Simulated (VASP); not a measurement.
Runs of VASP 6.6.1 on SiO2. The structure is that of space group Fd-3m (No. 227), or close to it. The cells are those of the table. 

```tsv
task	level	potentials or basis	cell	cutoff (eV)	smearing	gap on the mesh (eV)	pressure (GPa)
single point	PBE	VASP PAW PBE potentials, release 64 (Si, O)	a = 5.276 Å, angles 60.0°, 6 atoms	520	gaussian 0.02 eV	5.37	0.0
single point	LDA	VASP PAW LDA potentials, release 64 (Si, O)	a = 5.276 Å, angles 60.0°, 6 atoms	520	gaussian 0.02 eV	5.23	-4.5
single point	PBE	VASP PAW PBE potentials, release 64 (Si, O)	a = 5.274 Å, angles 60.0°, 6 atoms	520	gaussian 0.1 eV	5.37	(a)
relaxation of cell and atoms	PBE	VASP PAW PBE potentials, release 64 (Si, O)	relaxed from a = 5.035 Å, angles 60.0°, 6 atoms	600	gaussian 0.1 eV	5.37	-0.1
relaxation of cell and atoms	PBE	VASP PAW PBE potentials, release 64 (Si, O)	relaxed from a = 5.274 Å, angles 60.0°, 6 atoms	600	gaussian 0.02 eV	5.38	0.0
single point	r2SCAN	VASP PAW PBE potentials, release 64 (Si, O)	a = 5.276 Å, angles 60.0°, 6 atoms	520	gaussian 0.02 eV	5.98	(b)
```

Alike in all rows: no spin polarisation; k mesh 6 × 6 × 6.

Problem. Estimate the missing entries.

Solution. (a) 0.2; (b) -3.5.

Caveats: the cell stands under tension (at least some runs); the relaxation stopped at its first step, so nothing moved (at least some runs); the PAW data sets were made with another functional, which shifts forces and pressure a little (at least some runs).

A k mesh can miss the band edges.
